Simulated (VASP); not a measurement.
# CuI (Cmcm) in VASP: notebook

The runs below take CuI through single point, with PBE, r2SCAN.

Everything below comes from runs of VASP 6.6.1. Logs are shortened: lines on timing, memory, paths and dates and some standing lists are left out, and cuts for length are marked.

### Step 1. The cell of the first run

It takes space group Cmcm (No. 63, orthorhombic). The conventional cell has a = 6.978 Å, b = 7.156 Å, c = 4.304 Å, α = 90.00°, β = 90.00°, γ = 90.00°. Cu (site symmetry m2m) has 2 Cu at 2.46 Å and 3 I at 2.57 to 2.60 Å within 3.3 Å. Within 3.4 Å of I (site symmetry m2m) lie 3 Cu at 2.57 to 2.60 Å.

### Step 2. Single point, PBE (strain -0.4%)

Contents of INCAR:

```
SYSTEM = CuI
ALGO = Normal
EDIFF = 1E-7
ENCUT = 520
GGA = PE
ISIF = 2
ISMEAR = -1
LASPH = .TRUE.
LCHARG = .FALSE.
LREAL = .FALSE.
LWAVE = .FALSE.
NBANDS = 26
NELM = 100
PREC = Accurate
SIGMA = 0.02
```

Contents of KPOINTS:

```
k-points
0
G
  6 6 6
  0 0 0
```

Contents of POSCAR:

```
CuI
1.0
    3.4890302590     -3.5780618125      0.0000000000
    3.4890302590      3.5780618125      0.0000000000
    0.0000000000      0.0000000000      4.3038571491
Cu I
2 2
Direct
    0.4163836768      0.5836163232      0.7500000000
    0.5836163232      0.4163836768      0.2500000000
    0.7794249981      0.2205750019      0.7500000000
    0.2205750019      0.7794249981      0.2500000000
```

Potentials or basis: VASP PAW PBE potentials, release 64 (Cu, I).

Command:

```sh
$ cat potpaw_PBE.64/Cu/POTCAR potpaw_PBE.64/I/POTCAR > POTCAR
$ mpirun -np 1 vasp_std > vasp.out
```

OUTCAR:

```text
SYSTEM = CuI
   EDIFF = 1E-7
   ENCUT = 520
   GGA = PE
   ISIF = 2
   ISMEAR = -1
   LASPH = .TRUE.
   LREAL = .FALSE.
   NELM = 100
   PREC = Accurate

 ion  position               nearest neighbor table
   1  0.416  0.584  0.750-   2 2.46   2 2.46   4 2.57   4 2.57   3 2.60
   2  0.584  0.416  0.250-   1 2.46   1 2.46   3 2.57   3 2.57   4 2.60
   3  0.779  0.221  0.750-   2 2.57   2 2.57   1 2.60
   4  0.221  0.779  0.250-   1 2.57   1 2.57   2 2.60

  LATTYP: Found a base centered orthorhombic cell.
 ALAT       =     6.9780605180
 B/A-ratio  =     1.0255175642
 C/A-ratio  =     0.6167698228

  Lattice vectors:

 A1 = (   3.4890302590,  -3.5780618125,   0.0000000000)
 A2 = (   3.4890302590,   3.5780618125,   0.0000000000)
 A3 = (   0.0000000000,   0.0000000000,   4.3038571491)

Analysis of symmetry for initial positions (statically):
=====================================================================
 Subroutine PRICEL returns:
 Original cell was already a primitive cell.

 Routine SETGRP: Setting up the symmetry group for a
 base centered orthorhombic supercell.

 Subroutine GETGRP returns: Found  8 space group operations
 (whereof  4 operations were pure point group operations)
 out of a pool of  8 trial point group operations.

The static configuration has the point symmetry C_2h.
 The point group associated with its full space group is D_2h.

Analysis of symmetry for dynamics (positions and initial velocities):
=====================================================================
 Subroutine PRICEL returns:
 Original cell was already a primitive cell.

 Routine SETGRP: Setting up the symmetry group for a
 base centered orthorhombic supercell.

 Subroutine GETGRP returns: Found  8 space group operations
 (whereof  4 operations were pure point group operations)
 out of a pool of  8 trial point group operations.

The dynamic configuration has the point symmetry C_2h.
 The point group associated with its full space group is D_2h.

 Subroutine INISYM returns: Found  8 space group operations
 (whereof  4 operations are pure point group operations),
 and found     1 'primitive' translations

----------------------------------------------------------------------------------------

                                     Primitive cell

  volume of cell :     107.4584

  direct lattice vectors                    reciprocal lattice vectors
     3.489030259 -3.578061813  0.000000000     0.143306295 -0.139740459  0.000000000
[... 91 lines left out ...]
   LREAL  =      F    real-space projection
   EDIFFG = 0.1E-05   stopping-criterion for IOM
   NSW    =      0    number of steps for IOM
   IBRION =     -1    ionic relax: 0-MD 1-quasi-New 2-CG
   NFREE  =      0    steps in history (QN), initial steepest desc. (CG)
   ISIF   =      2    stress and relaxation
   ISYM   =      2    0-nonsym 1-usesym 2-fastsym
   POTIM  = 0.5000    time-step for ionic-motion
   TEBEG  =    0.0;   TEEND  =   0.0 temperature during run
   PSTRESS=    0.0 pullay stress
   NELECT =      36.0000    total number of electrons
   NUPDOWN=      -1.0000    fix difference up-down
   EMIN   =  10.00;   EMAX   =-10.00  energy-range for DOS
   EFERMI =   0.00;   METHOD = LEGACY
   ISMEAR =    -1;   SIGMA  =   0.02  broadening in eV -4-tet -1-fermi 0-gaus
   EFERMI_NEDOS =   21; number of points for ismear=-14 and -15
   IALGO  =     38    algorithm
   IMIX   =      4    mixing-type and parameters
     AMIX     =   0.40;   BMIX     =  1.00
     AMIX_MAG =   1.60;   BMIX_MAG =  1.00
  volume/ion in A,a.u.               =      26.86       181.29
  Fermi-wavevector in a.u.,A,eV,Ry     =   1.137005  2.148627 17.589330  1.292779
  Thomas-Fermi vector in A             =   2.273710
   LORBIT       =      0    0 simple, 1 ext, 2 COOP (PROOUT), +10 PAW based schemes
   GGA     = PE    functional components
   LHFCALC =     F    Hartree Fock is set to
   AEXX    =    0.0000 exact exchange contribution
   IVDW    =     0    specifies the selected vdW correction
   LEPSILON=     F    determine dielectric tensor
   LRPA    =     F    only Hartree local field effects (RPA)
 non-spin polarized calculation
  energy-cutoff  :      520.00
  volume of cell :      107.46
 maximum number of plane-waves:      2916
 NGX is ok and might be reduce to    40
   NGX = 19   NGY = 19   NGZ = 17

 number of electron      35.9999995 magnetization

 Free energy of the ion-electron system (eV)
  ---------------------------------------------------
  ext. energy  EPLUGINS =         0.00000000
  ---------------------------------------------------
  free energy    TOTEN  =       -10.82955878 eV

  energy without entropy =      -10.82955878  energy(sigma->0) =      -10.82955878

 E-fermi :   5.2903     XC(G=0):  -9.1588

 val. band max:        4.8926305698   @ k =   0.0000   0.0000   0.0000
 cond. band min:       5.8368516887   @ k =   0.0000   0.0000   0.0000
 fundamental gap:      0.9442211189
 Fermi energy:         5.2902804008

 k-point     1 :       0.0000    0.0000    0.0000
  band No.  band energies     occupation
      1      -9.2642      2.00000
      2      -8.2459      2.00000
      3      -0.7958      2.00000
      4       0.6158      2.00000
      5       0.6179      2.00000
      6       0.7272      2.00000
[... 685 lines left out ...]
     25      12.4067      0.00000
     26      12.9235      0.00000

 [... further k-points ...]

------------------------ aborting loop because EDIFF is reached ----------------------------------------

  FORCE on cell =-STRESS in cart. coord.  units (eV):
  Direction    XX          YY          ZZ          XY          YZ          ZX
  --------------------------------------------------------------------------------------
  -------------------------------------------------------------------------------------
  Total        1.2923481      1.9392843      2.2187781      0.0000000      0.0000000      0.0000000
  in kB       19.2685787     28.9142303     33.0814122      0.0000000      0.0000000      0.0000000
  external PRESSURE =      27.0880737 kB  Pullay stress =       0.0000000 kB

 VOLUME and BASIS-vectors are now :
 -----------------------------------------------------------------------------
  energy-cutoff  :      520.00
  volume of cell :      107.46
      direct lattice vectors                 reciprocal lattice vectors
     3.489030259 -3.578061813  0.000000000     0.143306295 -0.139740459  0.000000000
     3.489030259  3.578061813  0.000000000     0.143306295  0.139740459  0.000000000
     0.000000000  0.000000000  4.303857149     0.000000000  0.000000000  0.232349719

 POSITION                                       TOTAL-FORCE (eV/Angst)
 -----------------------------------------------------------------------------------
      3.48903      0.59837      3.22789         0.000000      0.081053      0.000000
      3.48903     -0.59837      1.07596         0.000000     -0.081053     -0.000000
      3.48903     -1.99960      3.22789         0.000000     -0.163284      0.000000
      3.48903      1.99960      1.07596         0.000000      0.163284      0.000000
 -----------------------------------------------------------------------------------
    total drift:                               -0.000000      0.000000      0.000000

  FREE ENERGIE OF THE ION-ELECTRON SYSTEM (eV)
  ---------------------------------------------------
  free  energy   TOTEN  =       -10.8295587814 eV

  energy  without entropy=      -10.8295587814  energy(sigma->0) =      -10.82955878
```

OSZICAR:

```text
N       E                     dE             d eps       ncg     rms          rms(c)
DAV:   1     0.271563458308E+03    0.27156E+03   -0.15042E+04  2704   0.151E+03
DAV:   2     0.151572987282E+02   -0.25641E+03   -0.24366E+03  2716   0.310E+02
DAV:   3    -0.102708412861E+02   -0.25428E+02   -0.24750E+02  3600   0.119E+02
DAV:   4    -0.114781564565E+02   -0.12073E+01   -0.12033E+01  3624   0.234E+01
DAV:   5    -0.115384485425E+02   -0.60292E-01   -0.60286E-01  4326   0.503E+00    0.964E+00
DAV:   6    -0.112912540023E+02    0.24719E+00   -0.10285E+01  3354   0.736E+01    0.630E+00
DAV:   7    -0.108267326929E+02    0.46452E+00   -0.24426E+00  3340   0.461E+01    0.318E+00
DAV:   8    -0.108432178214E+02   -0.16485E-01   -0.26554E-01  4230   0.737E+00    0.103E+00
DAV:   9    -0.108290546300E+02    0.14163E-01   -0.74043E-02  3618   0.695E+00    0.405E-01
DAV:  10    -0.108297694879E+02   -0.71486E-03   -0.50024E-03  4222   0.947E-01    0.271E-01
DAV:  11    -0.108295363186E+02    0.23317E-03   -0.15353E-03  3498   0.102E+00    0.115E-01
DAV:  12    -0.108295546330E+02   -0.18314E-04   -0.25477E-04  3356   0.113E-01    0.221E-02
DAV:  13    -0.108295570335E+02   -0.24005E-05   -0.11507E-05  4344   0.384E-02    0.126E-02
DAV:  14    -0.108295587579E+02   -0.17243E-05   -0.42305E-06  3664   0.161E-02    0.100E-02
DAV:  15    -0.108295587814E+02   -0.23486E-07   -0.61362E-07  3770   0.181E-02
   1 F= -.10829559E+02 E0= -.10829559E+02  d E =-.931375E-11
```

It took 2.7 min on 1 thread of Oxide Virtual Turin-like, shared host; peak memory 0.25 GiB.

Results:

| Quantity | Value |
| --- | --- |
| Free energy | -10.8296 eV |
| Pressure | 2.7 GPa |
| Largest force | 0.163 eV/Å |
| Band gap on the k mesh | 0.94 eV |

Forces in eV/Å, atoms in the order of the input:
```
Cu   0.000  0.081  0.000
Cu   0.000 -0.081  0.000
I    0.000 -0.163  0.000
I    0.000  0.163  0.000
```

Stress tensor (GPa, compression positive):
```
1.93 0.00 0.00
0.00 2.89 0.00
0.00 0.00 3.31
```

Levels at points of the mesh, in eV from the valence-band top:
```csv
k point,band 16,band 17,band 18,band 19,band 20,band 21
"(0.00, 0.00, 0.00)",-1.58,-1.03,0.00,0.94,1.52,2.19
"(0.50, 0.00, 0.00)",-1.45,-1.40,-0.57,2.57,3.09,3.63
"(0.50, 0.50, 0.00)",-1.13,-0.83,-0.30,1.44,2.72,3.85
"(0.00, 0.00, 0.50)",-1.94,-1.74,-1.74,3.73,3.73,3.83
"(0.50, 0.00, 0.50)",-1.95,-1.32,-1.32,2.02,2.02,3.39
"(0.50, 0.50, 0.50)",-1.91,-1.73,-1.73,4.13,4.13,5.02
```

Caveat: the cell differs from its parent crystal (strain -0.4%); spin-orbit coupling is left out, which moves the levels of the heavy elements. A k mesh can miss the band edges.

### Step 3. Single point, r2SCAN (strain -0.4%)

POSCAR is that of step 2.

Contents of INCAR.step1:

```
SYSTEM = CuI
PREC = Accurate
ENCUT = 520
ISMEAR = 0
SIGMA = 0.01
LREAL = .FALSE.
LASPH = .TRUE.
NELM = 100
NBANDS = 26
GGA = PE
ALGO = Normal
EDIFF = 1E-4
LWAVE = .TRUE.
LCHARG = .FALSE.
```

Contents of INCAR.step2:

```
SYSTEM = CuI
PREC = Accurate
ENCUT = 520
EDIFF = 1E-6
ISMEAR = 0
SIGMA = 0.01
LREAL = .FALSE.
LASPH = .TRUE.
NELM = 100
ALGO = Normal
ISIF = 2
LWAVE = .FALSE.
LCHARG = .TRUE.
METAGGA = R2SCAN
LMIXTAU = .TRUE.
LELF = .TRUE.
LVHAR = .TRUE.
NBANDS = 26
ISTART = 1
```

Contents of KPOINTS:

```
Automatic mesh
0
G
  6 6 6
  0 0 0
```

Potentials or basis: VASP PAW PBE potentials, release 64 (Cu, I).

Command:

```sh
$ cat potpaw_PBE.64/Cu/POTCAR potpaw_PBE.64/I/POTCAR > POTCAR
$ cp INCAR.step1 INCAR
$ mpirun -np 1 vasp_std > vasp.out
$ cp INCAR.step2 INCAR
$ mpirun -np 1 vasp_std > vasp.out
```

It took 9.2 min on 1 thread of Oxide Virtual Turin-like, shared host; peak memory 0.28 GiB.

The run converged. Its results:

| Item | Value |
| --- | --- |
| Free energy | -71.3278 eV |
| Pressure | 1.4 GPa |
| Largest force | 0.037 eV/Å |
| Band gap on the k mesh | 1.35 eV |

Forces in eV/Å, atoms in the order of the input:
```
Cu   0.000  0.037  0.000
Cu   0.000 -0.037  0.000
I    0.000  0.013  0.000
I    0.000 -0.013  0.000
```

Stress tensor (GPa, compression positive):
```
1.19 0.00 0.00
0.00 1.31 0.00
0.00 0.00 1.61
```

Levels at points of the mesh, in eV from the valence-band top:
```tsv
k point	band 15	band 16	band 17	band 18	band 19	band 20	band 21	band 22
(0.00, 0.00, 0.00)	-1.90	-1.62	-1.01	0.00	1.35	1.75	2.48	5.01
(0.50, 0.00, 0.00)	-1.93	-1.45	-1.44	-0.56	2.93	3.46	3.91	4.09
(0.50, 0.50, 0.00)	-1.92	-1.22	-0.81	-0.30	1.82	3.13	4.15	5.33
(0.00, 0.00, 0.50)	-1.94	-1.94	-1.81	-1.81	4.08	4.08	4.13	4.13
(0.50, 0.00, 0.50)	-1.96	-1.96	-1.38	-1.38	2.33	2.33	3.73	3.73
(0.50, 0.50, 0.50)	-1.91	-1.91	-1.77	-1.77	4.47	4.47	5.41	5.41
```

Caveat: the cell differs from its parent crystal (strain -0.4%); the PAW data sets were made with another functional, which shifts forces and pressure a little; spin-orbit coupling is left out, which moves the levels of the heavy elements. A k mesh can miss the band edges.
